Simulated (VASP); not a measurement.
Set up this calculation in VASP 6.6.1, as the native input.

| Property | Result |
| --- | --- |
| Task | relaxation of cell and atoms |
| Functional | RPBE |
| Dispersion | D4 |
| Potentials or basis | VASP PAW PBE potentials, release 64 (Se) |
| Cutoff | 600 eV |
| k mesh | 7 × 7 × 6 |
| Occupations | fermi-dirac, width 0.05 eV |
| Spin | no spin polarisation |
| Dipole correction | no |
| Further INCAR settings | ALGO = Normal; EDIFF = 1e-06; IBRION = 2; EDIFFG = -0.01; NSW = 60; ISIF = 3 |

The structure of Se lies in POSCAR:

```
Se
1.0
    4.3662000000      0.0000000000      0.0000000000
   -2.1831000000      3.7812401180      0.0000000000
    0.0000000000      0.0000000000      4.9536000000
Se
3
Direct
    0.7746000000      0.7746000000      0.0000000000
    0.0000000000      0.2254000000      0.6666666667
    0.2254000000      0.0000000000      0.3333333333
```

One way to write it, as run:

INCAR

```
ALGO = Normal
EDIFF = 1E-6
EDIFFG = -0.01
ENCUT = 600
GGA = RP
IBRION = 2
ISIF = 3
ISMEAR = -1
IVDW = 13
LASPH = True
LCHARG = False
LREAL = False
LWAVE = False
NELM = 100
NSW = 60
PREC = Accurate
SIGMA = 0.05
```

KPOINTS

```
k-points
0
Gamma
  7 7 6
```

Potentials or basis: VASP PAW PBE potentials, release 64 (Se).

Run with:

```sh
$ cat potpaw_PBE.64/Se/POTCAR > POTCAR
$ mpirun -np 1 vasp_std > vasp.out
```

Results of the run:

| Quantity | Value |
| --- | --- |
| Relaxed volume | 22.90 Å³/atom |
| Relaxed cell | a = 3.916 Å, b = 3.916 Å, c = 5.172 Å, α = 90.00°, β = 90.00°, γ = 120.00° |
| Space group after relaxing (to 0.1 Å) | P3_121 (No. 152) |
| Energy gained by relaxing | 61.6 meV/atom |
| Ionic steps | 23 |
| Pressure after relaxing | 0.0 GPa |
| Largest force after relaxing | 0.008 eV/Å |
| Band gap on the k mesh | 0.87 eV (least direct gap 1.03 eV) |
| Dispersion energy per atom | -0.840 eV |

Caveat: the volume moved by over 15 % at a fixed basis, so the end points are rough; the PAW data sets were made with another functional, which shifts forces and pressure a little; an odd mesh through Γ misses points on the zone boundary, where band edges can lie.

Run time: 9.9 min on 1 thread of Intel(R) Xeon(R) Platinum 8488C (Sapphire Rapids) (shared host), peak memory 0.25 GiB.
